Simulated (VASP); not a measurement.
Set up this calculation in VASP 6.6.1, as the native input.

- Task: single point
- Functional: LDA
- Potentials or basis: VASP PAW LDA potentials, release 64 (Sr_sv)
- Cutoff: 520 eV
- k mesh: 10 × 10 × 10
- Occupations: fermi-dirac, width 0.05 eV
- Spin: no spin polarisation
- Dipole correction: no
- Further INCAR settings: ALGO = Normal; EDIFF = 1e-06; NBANDS = 11

The structure of Sr lies in POSCAR:

```
Sr
1.0
    2.6853814450      0.0000000000      0.0000000000
    0.0000000000      2.6853814450      0.0000000000
    0.0000000000      0.0000000000      2.6853814450
Sr
1
Direct
    0.0000000000      0.0000000000      0.0000000000
```

This isn't the form of Sr at room conditions, which is fcc.

These files were run (other wordings do the same):

INCAR

```
ALGO = Normal
EDIFF = 1E-6
ENCUT = 520
ISIF = 2
ISMEAR = -1
LASPH = True
LCHARG = False
LREAL = False
LWAVE = False
NBANDS = 11
NELM = 80
PREC = Accurate
SIGMA = 0.05
```

KPOINTS

```
k-points
0
Gamma
  10 10 10
```

Potentials or basis: VASP PAW LDA potentials, release 64 (Sr_sv).

Launch:

```sh
$ cat potpaw_LDA.64/Sr_sv/POTCAR > POTCAR
$ mpirun -np 1 vasp_std > vasp.out
```

Results of the run:

The pressure is 48.0 GPa and the band gap on the k mesh is zero (bands 5 and 6 overlap by 2.84 eV).

Caveat: the cell stands under pressure.

Wall time 10 s on 1 thread of AMD EPYC 7R13 (shared host), peak memory 0.09 GiB.
